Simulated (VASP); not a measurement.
## HfC5: relaxation of cell and atoms with PBE

The system is HfC5.

```
CELL_PARAMETERS angstrom
-2.20042 2.91084 3.21404
2.20042 -2.91084 3.21404
2.20042 2.91084 -3.21404
ATOMIC_POSITIONS crystal
Hf 0.50000 0.50000 0.00000
C 0.11276 0.50000 0.61276
C 0.88724 0.50000 0.38724
C 0.29344 0.79344 0.50000
C 0.70656 0.20656 0.50000
C 0.50000 0.00000 0.50000
```

The cell was generated, and may not be a known phase.

| Item | Value |
| --- | --- |
| Program | VASP 6.6.1 |
| Task | relaxation of cell and atoms |
| Functional | PBE |
| Potentials or basis | VASP PAW PBE potentials, release 64 (Hf_pv, C) |
| Cutoff | 600 eV |
| k mesh | 10 × 10 × 10 |
| Occupations | gaussian, width 0.1 eV |
| Spin | no spin polarisation |
| Dipole correction | no |
| Further INCAR settings | ALGO = Normal; EDIFF = 1e-06; IBRION = 2; EDIFFG = -0.01; NSW = 100; ISIF = 3 |

The relaxed volume is 13.66 Å³/atom. The relaxed cell is a = 4.856 Å, b = 4.856 Å, c = 4.856 Å, α = 126.22°, β = 106.51°, γ = 97.18°. The space group after relaxing (to 0.1 Å) is Immm (No. 71). The energy gained by relaxing is 0.2 meV/atom. The ionic steps are 7. The pressure after relaxing is 0.0 GPa and the band gap on the k mesh is zero (bands 15 and 16 overlap by 0.51 eV).

Stress tensor (GPa, compression positive):
```
 0.01  0.00  0.00
 0.00  0.03  0.00
 0.00  0.00 -0.09
```

The path:
| step | energy change (eV) | largest force (eV/Å) | pressure (GPa) | volume (Å³) |
| --- | --- | --- | --- | --- |
| 1 | 0.0000 | 0.1670 | -0.47 | 82.35 |
| 2 | 0.0036 | 0.7407 | -0.16 | 81.87 |
| 3 | -0.0006 | 0.0807 | -0.39 | 82.22 |
| 4 | -0.0004 | 0.1023 | 0.51 | 81.69 |
| 5 | -0.0010 | 0.0244 | 0.01 | 81.98 |
| 6 | -0.0010 | 0.0254 | -0.06 | 81.98 |
| 7 | -0.0010 | 0.0005 | -0.02 | 81.98 |

Final structure:
```cif
data_structure
_symmetry_space_group_name_H-M 'P 1'
_symmetry_Int_Tables_number 1
_cell_length_a 4.8560
_cell_length_b 4.8560
_cell_length_c 4.8560
_cell_angle_alpha 126.217
_cell_angle_beta 106.511
_cell_angle_gamma 97.178
_cell_volume 81.98
loop_
_atom_site_label
_atom_site_type_symbol
_atom_site_fract_x
_atom_site_fract_y
_atom_site_fract_z
_atom_site_occupancy
Hf1 Hf 0.50000 0.50000 0.00000 1
C1 C 0.11312 0.50000 0.61312 1
C2 C 0.88688 0.50000 0.38688 1
C3 C 0.29334 0.79334 0.50000 1
C4 C 0.70666 0.20666 0.50000 1
C5 C 0.50000 0.00000 0.50000 1
```

Levels at points of the mesh, in eV from the Fermi level:
| k point | band 11 | band 12 | band 13 | band 14 | band 15 | band 16 | band 17 | band 18 | band 19 |
| --- | --- | --- | --- | --- | --- | --- | --- | --- | --- |
| (0.00, 0.00, 0.00) | -4.36 | -3.33 | -3.18 | -3.11 | -2.99 | -0.26 | 1.95 | 3.41 | 3.90 |
| (0.50, 0.00, 0.00) | -4.20 | -2.77 | -1.76 | -1.05 | -0.45 | 0.68 | 1.59 | 2.02 | 2.78 |
| (0.00, 0.50, 0.00) | -4.94 | -4.09 | -1.47 | -0.26 | -0.09 | -0.04 | 0.44 | 1.92 | 2.86 |
| (0.50, 0.50, 0.00) | -3.55 | -2.87 | -2.37 | -1.80 | -0.58 | 0.46 | 1.52 | 2.39 | 2.54 |
| (0.50, 0.50, 0.50) | -3.23 | -2.69 | -2.53 | -2.34 | -0.74 | 0.38 | 1.28 | 1.43 | 4.06 |

Run time: 14 min on 1 thread of Intel(R) Xeon(R) 6975P-C (Granite Rapids) (shared host), peak memory 0.47 GiB.

Caveat: spin-orbit coupling is left out, which moves the levels of the heavy elements.
